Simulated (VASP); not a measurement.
Cs11Cl12 (a cell with a defect), 23 atoms in the cell. The cell holds a defect, 23 atoms: a = 10.302 Å, b = 10.302 Å, c = 10.302 Å, α = 80.41°, β = 70.53°, γ = 60.00°.  This cell differs from its parent crystal: atoms taken out, then relaxed in part.

```yaml
Program: VASP 6.6.1
Task: single point
Functional: PBE
Potentials_or_basis: VASP PAW PBE potentials, release 64 (Cs_sv, Cl)
Cutoff: 400 eV
k_mesh: 2 × 2 × 2
Occupations: gaussian, width 0.05 eV
Spin: no spin polarisation
Dipole_correction: no
Further_INCAR_settings: ALGO = Normal; EDIFF = 1e-06; NBANDS = 108
```

Potentials or basis: VASP PAW PBE potentials, release 64 (Cs_sv, Cl).

Run with:

```console
$ cat potpaw_PBE.64/Cs_sv/POTCAR potpaw_PBE.64/Cl/POTCAR > POTCAR
$ mpirun -np 1 vasp_std > vasp.out
```

Hardware: 1 thread of Intel(R) Xeon(R) 6975P-C (Granite Rapids), on a shared host.

**Question.** Estimate the wall time of this run.

**Answer.** It took 17 min on 1 thread of Intel(R) Xeon(R) 6975P-C (Granite Rapids) (shared host), peak memory 0.84 GiB. Counts: scf iterations 25, k points 8.
